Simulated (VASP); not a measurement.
# CdTe (F-43m) in VASP: notebook, part 2 of 2

VASP 6.6.1. The steps go on from the part before.

## 3. Vibrations by perturbation theory, PBEsol

This run uses another cell than the first one, of 29.03 Å³/atom, 1.054 times its volume.

Contents of INCAR:

```
SYSTEM = CdTe
ALGO = Normal
EDIFF = 1E-8
ENCUT = 520
GGA = PS
IBRION = 8
ISIF = 2
ISMEAR = 0
LASPH = .True.
LCHARG = .False.
LREAL = .False.
LWAVE = .False.
NELM = 60
NSW = 1
PREC = Accurate
SIGMA = 0.01
```

Contents of KPOINTS:

```
k-points
0
Gamma
  6 6 6
  0 0 0
```

Contents of POSCAR:

```
CdTe
1.0
    3.0732225755      3.0732225755      0.0000000000
   -3.0732225755      3.0732225755      0.0000000000
    0.0000000000      3.0732225755      3.0732225755
Cd Te
1 1
Direct
    0.0000000000      0.0000000000      0.0000000000
    0.7500000000      0.2500000000      0.5000000000
```

Potentials or basis: VASP PAW PBE potentials, release 64 (Cd, Te).

Started as:

```bash
> cat potpaw_PBE.64/Cd/POTCAR potpaw_PBE.64/Te/POTCAR > POTCAR
> mpirun -np 1 vasp_std > vasp.out
```

OUTCAR:

```text
SYSTEM = CdTe
   EDIFF = 1E-8
   ENCUT = 520
   GGA = PS
   IBRION = 8
   ISIF = 2
   ISMEAR = 0
   LASPH = .True.
   LREAL = .False.
   NELM = 60
   NSW = 1
   PREC = Accurate

 ion  position               nearest neighbor table
   1  0.000  0.000  0.000-   2 2.66   2 2.66   2 2.66   2 2.66
   2  0.750  0.250  0.500-   1 2.66   1 2.66   1 2.66   1 2.66

  LATTYP: Found a face centered cubic cell.
 ALAT       =     6.1464451510
[... 502 lines left out ...]
 ------------------------------------
               1X          1Y          1Z          2X          2Y          2Z
  1X    -7.749428    0.000000   -0.000000    7.749428   -0.000000    0.000000
  1Y    -0.000000   -7.749428    0.000000    0.000000    7.749428   -0.000000
  1Z    -0.000000    0.000000   -7.749428    0.000000   -0.000000    7.749428
  2X     7.734049    0.000000   -0.000000   -7.734049   -0.000000    0.000000
  2Y    -0.000000    7.734049    0.000000    0.000000   -7.734049   -0.000000
  2Z    -0.000000    0.000000    7.734049    0.000000   -0.000000   -7.734049

 Eigenvectors and eigenvalues of the dynamical matrix
 ----------------------------------------------------

   1 f  =    5.626904 THz    35.354881 2PiTHz  187.693317 cm-1    23.270995 meV
             X         Y         Z           dx          dy          dz
      0.000000  0.000000  0.000000     0.729477    0.000000    0.000000
      1.536611  4.609834  1.536611    -0.684005   -0.000000    0.000000
[... 21 lines left out ...]
   6 f/i=    0.002789 THz     0.017522 2PiTHz    0.093021 cm-1     0.011533 meV
             X         Y         Z           dx          dy          dz
      0.000000  0.000000  0.000000     0.130074    0.658806   -0.130074
      1.536611  4.609834  1.536611     0.138721    0.702602   -0.138721

--------------------------------------------------------------------------------------------------------

 ELASTIC MODULI CONTR FROM IONIC RELAXATION (kBar)
 Direction    XX          YY          ZZ          XY          YZ          ZX
 --------------------------------------------------------------------------------
 XX          -0.0000      0.0000     -0.0000     -0.0000      0.0000     -0.0000
 YY           0.0000     -0.0000      0.0000      0.0000     -0.0000      0.0000
 ZZ          -0.0000      0.0000     -0.0000      0.0000      0.0000      0.0000
 XY          -0.0000      0.0000      0.0000   -566.0642     -0.0000      0.0000
 YZ           0.0000     -0.0000      0.0000     -0.0000   -566.0642      0.0000
 ZX          -0.0000      0.0000      0.0000      0.0000      0.0000   -566.0642
 --------------------------------------------------------------------------------
```

OSZICAR:

```text
N       E                     dE             d eps       ncg     rms          rms(c)
DAV:   1     0.106028924018E+03    0.10603E+03   -0.86540E+03   424   0.122E+03
DAV:   2    -0.156328389966E+01   -0.10759E+03   -0.10224E+03   456   0.285E+02
DAV:   3    -0.542981262883E+01   -0.38665E+01   -0.38600E+01   501   0.572E+01
[... 43 lines left out ...]
RMM:   6    -0.481352925657E-01    0.28759E-05    0.58144E-08  1953   0.221E-03    0.699E-04
RMM:   7    -0.481349688244E-01    0.32374E-06    0.70578E-08  1992   0.542E-04    0.225E-04
RMM:   8    -0.481352066907E-01   -0.23787E-06    0.26195E-08  1963   0.248E-04    0.489E-05
RMM:   9    -0.481350809386E-01    0.12575E-06    0.39897E-09  2029   0.651E-05    0.171E-05
RMM:  10    -0.481351344442E-01   -0.53506E-07    0.60344E-09  1986   0.165E-05    0.496E-06
RMM:  11    -0.481351382886E-01   -0.38444E-08    0.34040E-09  1843   0.417E-06    0.907E-07
 Linear response finished
```

stdout:

```text
POSCAR found type information on POSCAR CdTe
 POSCAR found :  2 types and       2 ions
 scaLAPACK will be used
 -----------------------------------------------------------------------------
|                                                                             |
|                                                                             |
|     You enforced a specific xc type in the INCAR file but a different       |
|     I HOPE YOU KNOW WHAT YOU ARE DOING!                                     |
|                                                                             |
 -----------------------------------------------------------------------------

 LDA part: xc-table for (Slater+PW92), standard interpolation
 POSCAR, INCAR and KPOINTS ok, starting setup
 FFT: planning ... GRIDC
 FFT: planning ... GRID_SOFT
 FFT: planning ... GRID
 WAVECAR not read
 entering main loop
 Linear response reoptimize wavefunctions to high precision
 Linear response DOF=           2
 Linear response progress:
 first order change of Fermi-energy  -0.67813E+01
 force on displaced ion       1 direction 1 :  -7.749  -0.000  -0.000
 Linear response progress:
 first order change of Fermi-energy   0.67807E+01
 force on displaced ion       2 direction 1 :  -7.734   0.000  -0.000
 Linear response finished
```

Run time: 60 s. Hardware: 1 thread of Intel Xeon 6975P-C (Granite Rapids), shared host; peak memory 0.26 GiB.

What came out:

```
Highest phonon frequency at Γ, LO-TO splitting left out : 188 cm⁻¹
```

Phonon frequencies in cm⁻¹ (negative: imaginary):
```csv
q point,frequencies
"(0.000, 0.000, 0.000)",0 0 0 188 188 188
```

Caveat: the cell wasn't relaxed at this level first, which shifts response properties; the PAW data sets were made with another functional, which shifts forces and pressure a little; spin-orbit coupling is left out, which moves the levels of the heavy elements.

## 4. Vibrations by perturbation theory, PBEsol

This run uses another cell than the first one, of 30.16 Å³/atom, 1.095 times its volume.

Contents of INCAR:

```
PREC     = Accurate       # precision mode
ENCUT    = 520            # plane-wave cutoff, eV
EDIFF    = 1E-8           # SCF threshold, eV
ISMEAR   = 0              # smearing method
SIGMA    = 0.01           # smearing width, eV
LREAL    = F              # projectors in reciprocal space
LASPH    = T              # aspherical terms in the spheres
NELM     = 80             # most SCF steps
ALGO     = Normal         # electronic algorithm
ISIF     = 2              # what is computed and relaxed
LWAVE    = F              # write WAVECAR
LCHARG   = F              # write CHGCAR
GGA      = PS             # functional
IBRION   = 8              # ionic algorithm
NSW      = 1              # ionic steps
```

Contents of KPOINTS:

```
regular mesh
0
Gamma
  6 6 6
```

Contents of POSCAR:

```
CdTe
1.0
    3.1125936684      3.1125936684      0.0000000000
   -3.1125936684      3.1125936684      0.0000000000
    0.0000000000      3.1125936684      3.1125936684
Cd Te
1 1
Direct
    0.0000000000      0.0000000000      0.0000000000
    0.7500000000      0.2500000000      0.5000000000
```

Potentials or basis: VASP PAW PBE potentials, release 64 (Cd, Te).

Started as:

```bash
> cat potpaw_PBE.64/Cd/POTCAR potpaw_PBE.64/Te/POTCAR > POTCAR
> mpirun -np 1 vasp_std > vasp.out
```

OUTCAR:

```text
PREC = Accurate
   ENCUT = 520
   EDIFF = 1E-8
   ISMEAR = 0
   LREAL = F
   LASPH = T
   NELM = 80
   ISIF = 2
   GGA = PS
   IBRION = 8
   NSW = 1

 ion  position               nearest neighbor table
   1  0.000  0.000  0.000-   2 2.70   2 2.70   2 2.70   2 2.70
   2  0.750  0.250  0.500-   1 2.70   1 2.70   1 2.70   1 2.70

  LATTYP: Found a face centered cubic cell.
 ALAT       =     6.2251873368

  Lattice vectors:

 A1 = (   0.0000000000,   3.1125936684,   3.1125936684)
 A2 = (   3.1125936684,   0.0000000000,   3.1125936684)
 A3 = (   3.1125936684,   3.1125936684,   0.0000000000)

Analysis of symmetry for initial positions (statically):
=====================================================================
 Subroutine PRICEL returns:
 Original cell was already a primitive cell.

 Routine SETGRP: Setting up the symmetry group for a
 face centered cubic supercell.

 Subroutine GETGRP returns: Found 24 space group operations
 (whereof 24 operations were pure point group operations)
[... 473 lines left out ...]
 -----------------------------------------------------------------------------
     0.01207  0.00000  0.00000
     0.00000 -0.01176 10.62168
     0.00000 10.62168 -0.01176

 INTERNAL STRAIN TENSOR FOR ION    2 for displacements in x,y,z  (eV/Angst):
          X           Y           Z          XY          YZ          ZX
  --------------------------------------------------------------------------------
  x     0.00000     0.00000     0.00000     0.00000    10.62168     0.00000
  y     0.00000     0.00000     0.00000     0.00000     0.00000    10.62168
  z     0.00000     0.00000     0.00000    10.62168     0.00000     0.00000

 SECOND DERIVATIVES (NOT SYMMETRIZED)
 ------------------------------------
               1X          1Y          1Z          2X          2Y          2Z
  1X    -6.847720   -0.000000    0.000000    6.847720    0.000000   -0.000000
  1Y     0.000000   -6.847720   -0.000000   -0.000000    6.847720    0.000000
  1Z     0.000000   -0.000000   -6.847720   -0.000000    0.000000    6.847720
  2X     6.840129    0.000000   -0.000000   -6.840129   -0.000000    0.000000
  2Y    -0.000000    6.840129    0.000000    0.000000   -6.840129   -0.000000
  2Z    -0.000000    0.000000    6.840129    0.000000   -0.000000   -6.840129

 Eigenvectors and eigenvalues of the dynamical matrix
 ----------------------------------------------------

   1 f  =    5.290501 THz    33.241199 2PiTHz  176.472121 cm-1    21.879745 meV
             X         Y         Z           dx          dy          dz
      0.000000  0.000000  0.000000     0.729327    0.000000    0.000000
      1.556297  4.668891  1.556297    -0.684165   -0.000000    0.000000
[... 21 lines left out ...]
   6 f/i=    0.001464 THz     0.009199 2PiTHz    0.048836 cm-1     0.006055 meV
             X         Y         Z           dx          dy          dz
      0.000000  0.000000  0.000000     0.000000   -0.000000   -0.684165
      1.556297  4.668891  1.556297    -0.000000    0.000000   -0.729327

--------------------------------------------------------------------------------------------------------

 ELASTIC MODULI CONTR FROM IONIC RELAXATION (kBar)
 Direction    XX          YY          ZZ          XY          YZ          ZX
 --------------------------------------------------------------------------------
 XX          -0.0000      0.0000     -0.0000     -0.0000     -0.0000      0.0000
 YY           0.0000     -0.0000     -0.0000      0.0000      0.0000     -0.0000
 ZZ          -0.0000     -0.0000     -0.0000     -0.0000     -0.0000     -0.0000
 XY          -0.0000      0.0000     -0.0000   -446.6430     -0.0000     -0.0000
 YZ          -0.0000      0.0000     -0.0000     -0.0000   -446.6430      0.0000
 ZX           0.0000     -0.0000     -0.0000     -0.0000      0.0000   -446.6430
 --------------------------------------------------------------------------------
```

stdout:

```text
POSCAR found type information on POSCAR CdTe
 POSCAR found :  2 types and       2 ions
 scaLAPACK will be used
 -----------------------------------------------------------------------------
|                                                                             |
|                                                                             |
|     You enforced a specific xc type in the INCAR file but a different       |
|     I HOPE YOU KNOW WHAT YOU ARE DOING!                                     |
|                                                                             |
 -----------------------------------------------------------------------------

 LDA part: xc-table for (Slater+PW92), standard interpolation
 POSCAR, INCAR and KPOINTS ok, starting setup
 FFT: planning ... GRIDC
 FFT: planning ... GRID_SOFT
 FFT: planning ... GRID
 WAVECAR not read
 entering main loop
 Linear response reoptimize wavefunctions to high precision
 Linear response DOF=           2
 Linear response progress:
 first order change of Fermi-energy   0.37417E+00
 force on displaced ion       1 direction 1 :  -6.848   0.000  -0.000
 Linear response progress:
 first order change of Fermi-energy  -0.37472E+00
 force on displaced ion       2 direction 1 :  -6.840   0.000  -0.000
 Linear response finished
```

It took 80 s on 1 thread of Intel Xeon 6975P-C (Granite Rapids), shared host; peak memory 0.3 GiB.

Results:

| Quantity | Value |
| --- | --- |
| Highest phonon frequency at Γ, LO-TO splitting left out | 176 cm⁻¹ |

Phonon frequencies in cm⁻¹ (negative: imaginary):
```csv
q point,frequencies
"(0.000, 0.000, 0.000)",0 0 0 176 176 176
```

Caveat: the cell wasn't relaxed at this level first, which shifts response properties; the PAW data sets were made with another functional, which shifts forces and pressure a little; spin-orbit coupling is left out, which moves the levels of the heavy elements.
